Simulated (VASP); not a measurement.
# HPt6 in VASP: notebook, part 3 of 3

VASP 6.6.1.

## 5. Single point, PBE

INCAR reads:

```
SYSTEM = HPt6
PREC = Accurate
ENCUT = 520
EDIFF = 1E-7
ISMEAR = 0
SIGMA = 0.1
LREAL = .False.
LASPH = .True.
NELM = 100
ALGO = Normal
ISIF = 2
LWAVE = .False.
LCHARG = .False.
LDIPOL = .True.
IDIPOL = 3
DIPOL = 0.5 0.5 0.300
GGA = PE
NBANDS = 74
```

KPOINTS reads:

```
Automatic mesh
0
Gamma
  6 6 1
  0 0 0
```

POSCAR reads:

```
HPt6
1.0
    5.6143281343      0.0000000000      0.0000000000
   -2.8071640672      4.8621507895      0.0000000000
    0.0000000000      0.0000000000     22.6192653717
Pt H
12 2
Direct
    0.3333333333      0.1666666667      0.1768404028
    0.3333333333      0.6666666667      0.1768404028
    0.8333333333      0.1666666667      0.1768404028
    0.8333333333      0.6666666667      0.1768404028
    0.1666666667      0.3333333333      0.2789526245
    0.1666666667      0.8333333333      0.2789526245
    0.6666666667      0.3333333333      0.2789526245
    0.6666666667      0.8333333333      0.2789526245
    0.0000000000      0.0000000000      0.3810585901
    0.0000000000      0.5000000000      0.3810585901
    0.5000000000      0.0000000000      0.3810585901
    0.5000000000      0.5000000000      0.3810585901
    0.1892758446      0.3785516892      0.4292475999
    0.3107241554      0.6214483108      0.4292475999
```

Potentials or basis: VASP PAW PBE potentials, release 64 (Pt, H).

Launch:

```bash
$ cat potpaw_PBE.64/Pt/POTCAR potpaw_PBE.64/H/POTCAR > POTCAR
$ mpirun -np 1 vasp_std > vasp.out
```

OUTCAR:

```text
SYSTEM = HPt6
   PREC = Accurate
   ENCUT = 520
   EDIFF = 1E-7
   ISMEAR = 0
   LREAL = .False.
   LASPH = .True.
   NELM = 100
   ISIF = 2
   GGA = PE

 ion  position               nearest neighbor table
   1  0.333  0.167  0.177-   4 2.81   4 2.81   3 2.81   3 2.81   2 2.81   2 2.81   5 2.82   7 2.82
                             6 2.82
   2  0.333  0.667  0.177-   3 2.81   3 2.81   4 2.81   4 2.81   1 2.81   1 2.81   6 2.82   8 2.82
                             5 2.82
   3  0.833  0.167  0.177-   2 2.81   2 2.81   1 2.81   1 2.81   4 2.81   4 2.81   7 2.82   5 2.82
                             8 2.82
   4  0.833  0.667  0.177-   1 2.81   1 2.81   2 2.81   2 2.81   3 2.81   3 2.81   8 2.82   6 2.82
                             7 2.82
   5  0.167  0.333  0.279-   8 2.81   8 2.81   7 2.81   7 2.81   6 2.81   6 2.81  12 2.82   9 2.82
                            10 2.82   1 2.82   3 2.82   2 2.82
   6  0.167  0.833  0.279-   7 2.81   7 2.81   8 2.81   8 2.81   5 2.81   5 2.81  11 2.82  10 2.82
                             9 2.82   2 2.82   4 2.82   1 2.82
   7  0.667  0.333  0.279-   6 2.81   6 2.81   5 2.81   5 2.81   8 2.81   8 2.81  10 2.82  11 2.82
                            12 2.82   3 2.82   1 2.82   4 2.82
   8  0.667  0.833  0.279-   5 2.81   5 2.81   6 2.81   6 2.81   7 2.81   7 2.81   9 2.82  12 2.82
                            11 2.82   4 2.82   2 2.82   3 2.82
   9  0.000  0.000  0.381-  13 2.14  12 2.81  12 2.81  11 2.81  11 2.81  10 2.81  10 2.81   8 2.82
                             5 2.82   6 2.82
  10  0.000  0.500  0.381-  14 1.87  13 1.87  11 2.81  11 2.81  12 2.81  12 2.81   9 2.81   9 2.81
                             7 2.82   6 2.82   5 2.82
  11  0.500  0.000  0.381-  14 2.14  10 2.81  10 2.81   9 2.81   9 2.81  12 2.81  12 2.81   6 2.82
                             7 2.82   8 2.82
  12  0.500  0.500  0.381-  13 1.87  14 1.87   9 2.81   9 2.81  10 2.81  10 2.81  11 2.81  11 2.81
                             5 2.82   8 2.82   7 2.82
  13  0.189  0.379  0.429-  12 1.87  10 1.87   9 2.14
  14  0.311  0.621  0.429-  10 1.87  12 1.87  11 2.14

  LATTYP: Found a hexagonal cell.
 ALAT       =     5.6143281343
 C/A-ratio  =     4.0288463429

  Lattice vectors:
[... 190 lines left out ...]
  ext. energy  EPLUGINS =         0.00000000
  ---------------------------------------------------
  free energy    TOTEN  =       -74.93690937 eV

  energy without entropy =      -74.80263395  energy(sigma->0) =      -74.86977166

 E-fermi :  -0.6488     XC(G=0):  -4.9028

 val. band max:       -0.6618536628   @ k =   0.1667   0.0000   0.0000
 cond. band min:      -0.6432647658   @ k =   0.5000   0.0000   0.0000
 fundamental gap:      0.0185888970
 Fermi energy:        -0.6488302449

 k-point     1 :       0.0000    0.0000    0.0000
  band No.  band energies     occupation
      1     -10.6389      2.00000
      2      -9.1124      2.00000
      3      -7.4584      2.00000
      4      -7.2308      2.00000
      5      -7.1029      2.00000
      6      -6.8321      2.00000
[... 977 lines left out ...]
     72       4.0730      0.00000
     73       4.3670      0.00000
 [bands above 73 left out]

------------------------ aborting loop because EDIFF is reached ----------------------------------------

 vacuum level on the upper side and lower side of the slab       (xc-potential included)        -0.274         0.153

  FORCE on cell =-STRESS in cart. coord.  units (eV):
  Direction    XX          YY          ZZ          XY          YZ          ZX
  --------------------------------------------------------------------------------------
  -------------------------------------------------------------------------------------
  Total      -16.2223292    -15.1161659      0.9783465      0.0000000     -0.1895416      0.0000000
  in kB      -42.0938919    -39.2236064      2.5386250      0.0000000     -0.4918248      0.0000000
  external PRESSURE =     -26.2596244 kB  Pullay stress =       0.0000000 kB

 VOLUME and BASIS-vectors are now :
 -----------------------------------------------------------------------------
  energy-cutoff  :      520.00
  volume of cell :      617.45
      direct lattice vectors                 reciprocal lattice vectors
     5.614328134  0.000000000  0.000000000     0.178115703  0.102835149  0.000000000
    -2.807164067  4.862150790  0.000000000     0.000000000  0.205670298  0.000000000
     0.000000000  0.000000000 22.619265372     0.000000000  0.000000000  0.044210101

 POSITION                                       TOTAL-FORCE (eV/Angst)
 -----------------------------------------------------------------------------------
      1.40358      0.81036      4.00000         0.038648      0.006571     -0.111444
     -0.00000      3.24143      4.00000        -0.000000      0.030486     -0.009088
      4.21075      0.81036      4.00000        -0.038648      0.006571     -0.111444
      2.80716      3.24143      4.00000         0.000000     -0.026233      0.085233
      0.00000      1.62072      6.30970         0.000000     -0.104309     -0.402639
     -1.40358      4.05179      6.30970        -0.023539      0.080127     -0.140352
      2.80716      1.62072      6.30970         0.000000     -0.014044      0.233278
      1.40358      4.05179      6.30970         0.023539      0.080127     -0.140352
      0.00000      0.00000      8.61927         0.000000     -0.199765      0.090018
     -1.40358      2.43108      8.61927        -0.466579     -0.062787      0.543893
      2.80716      0.00000      8.61927        -0.000000      0.277518     -0.072098
      1.40358      2.43108      8.61927         0.466579     -0.062787      0.543893
     -0.00000      1.84058      9.70927         0.000000     -0.771945     -0.259122
     -0.00000      3.02158      9.70927        -0.000000      0.760471     -0.249777
 -----------------------------------------------------------------------------------
    total drift:                               -0.000000      0.000036      0.000389

  FREE ENERGIE OF THE ION-ELECTRON SYSTEM (eV)
  ---------------------------------------------------
  free  energy   TOTEN  =       -74.9369093650 eV

  energy  without entropy=      -74.8026339510  energy(sigma->0) =      -74.86977166

 vacuum level on the upper side and lower side of the slab         4.676         5.113
```

Run time: 44 min. Hardware: 1 thread of Intel Xeon 8259CL, shared host; peak memory 0.87 GiB.

What came out:

| Quantity | Value |
| --- | --- |
| Free energy | -74.9369 eV |
| Largest force | 0.814 eV/Å |
| Band gap on the k mesh | zero (bands 61 and 62 overlap by 0.66 eV) |

Forces on the atoms (eV/Å):
```
Pt   0.039  0.007 -0.111
Pt   0.000  0.030 -0.009
Pt  -0.039  0.007 -0.111
Pt   0.000 -0.026  0.085
Pt   0.000 -0.104 -0.403
Pt  -0.024  0.080 -0.140
Pt   0.000 -0.014  0.233
Pt   0.024  0.080 -0.140
Pt   0.000 -0.200  0.090
Pt  -0.467 -0.063  0.544
Pt   0.000  0.278 -0.072
Pt   0.467 -0.063  0.544
H    0.000 -0.772 -0.259
H    0.000  0.760 -0.250
```

Levels at points of the mesh, in eV from the Fermi level:
| k point | band 59 | band 60 | band 61 | band 62 | band 63 | band 64 |
| --- | --- | --- | --- | --- | --- | --- |
| (0.00, 0.00, 0.00) | 0.31 | 0.36 | 0.41 | 0.58 | 0.59 | 0.59 |
| (0.50, 0.00, 0.00) | -0.26 | -0.16 | -0.03 | 0.01 | 0.21 | 0.27 |
| (0.00, 0.50, 0.00) | -0.27 | -0.15 | -0.07 | 0.04 | 0.24 | 0.25 |

Caveat: spin-orbit coupling is left out, which moves the levels of the heavy elements.

## 6. Single point, PBE

INCAR reads:

```
  PREC = Accurate
  ENCUT = 520
  EDIFF = 1E-6
  ISMEAR = 0
  SIGMA = 0.1
  LREAL = False
  LASPH = True
  NELM = 100
  ALGO = Normal
  ISIF = 2
  LWAVE = False
  LCHARG = False
  LDIPOL = True
  IDIPOL = 3
  DIPOL = 0.5 0.5 0.306
  GGA = PE
  NBANDS = 74
```

KPOINTS reads:

```
Automatic mesh
0
Gamma
  6 6 1
```

Edit POSCAR of step 5 so:

```diff
@@ -20,3 +20,3 @@
     0.5000000000      0.5000000000      0.3810585901
-    0.1892758446      0.3785516892      0.4292475999
-    0.3107241554      0.6214483108      0.4292475999
+    0.2165785766      0.4331571533      0.4716892966
+    0.2834214234      0.5668428467      0.4716892966
```

Potentials or basis: VASP PAW PBE potentials, release 64 (Pt, H).

Launch:

```bash
$ cat potpaw_PBE.64/Pt/POTCAR potpaw_PBE.64/H/POTCAR > POTCAR
$ mpirun -np 1 vasp_std > vasp.out
```

Wall time 54 min (1 thread of Intel Xeon 8259CL, shared host); peak memory 0.9 GiB.

It converged, with:

| Item | Value |
| --- | --- |
| Free energy | -74.2162 eV |
| Largest force | 5.453 eV/Å |
| Band gap on the k mesh | zero (bands 61 and 62 overlap by 0.76 eV) |

Forces on the atoms (eV/Å):
```
Pt  -0.008 -0.006  0.041
Pt   0.000 -0.004  0.042
Pt   0.008 -0.006  0.041
Pt   0.000  0.026  0.039
Pt   0.000 -0.034 -0.113
Pt   0.014  0.013 -0.021
Pt   0.000  0.033 -0.060
Pt  -0.014  0.013 -0.021
Pt   0.000 -0.114 -0.128
Pt  -0.204  0.017 -0.173
Pt   0.000  0.056 -0.110
Pt   0.204  0.017 -0.173
H    0.000 -5.443  0.319
H    0.000  5.433  0.319
```

Levels at points of the mesh, in eV from the Fermi level:
| k point | band 57 | band 58 | band 59 | band 60 | band 61 | band 62 | band 63 | band 64 | band 65 | band 66 |
| --- | --- | --- | --- | --- | --- | --- | --- | --- | --- | --- |
| (0.00, 0.00, 0.00) | 0.20 | 0.21 | 0.53 | 0.54 | 0.54 | 0.58 | 0.59 | 0.59 | 1.09 | 1.18 |
| (0.50, 0.00, 0.00) | -0.72 | -0.63 | -0.37 | -0.14 | -0.08 | 0.02 | 0.03 | 0.26 | 0.27 | 1.59 |
| (0.00, 0.50, 0.00) | -0.71 | -0.61 | -0.34 | -0.17 | -0.10 | 0.01 | 0.04 | 0.26 | 0.27 | 1.62 |

Caveat: spin-orbit coupling is left out, which moves the levels of the heavy elements.

## 7. Summary

| cell | gap on the mesh (eV) | largest force (eV/Å) |
| --- | --- | --- |
| as given, atomic positions A | none | 4.88 |
| as given, atomic positions B | none | 1.82 |
| as given, atomic positions C | none | 2.26 |
| as given, atomic positions D | none | 0.81 |
| as given, atomic positions E | none | 5.45 |

Alike in all rows: task single point; level PBE; potentials or basis VASP PAW PBE potentials, release 64 (Pt, H); no spin polarisation; k mesh 6 × 6 × 1; cutoff (eV) 520; smearing gaussian 0.1 eV.

Caveats: spin-orbit coupling is left out, which moves the levels of the heavy elements.

Absolute energies hang on the potentials; compare differences alone.
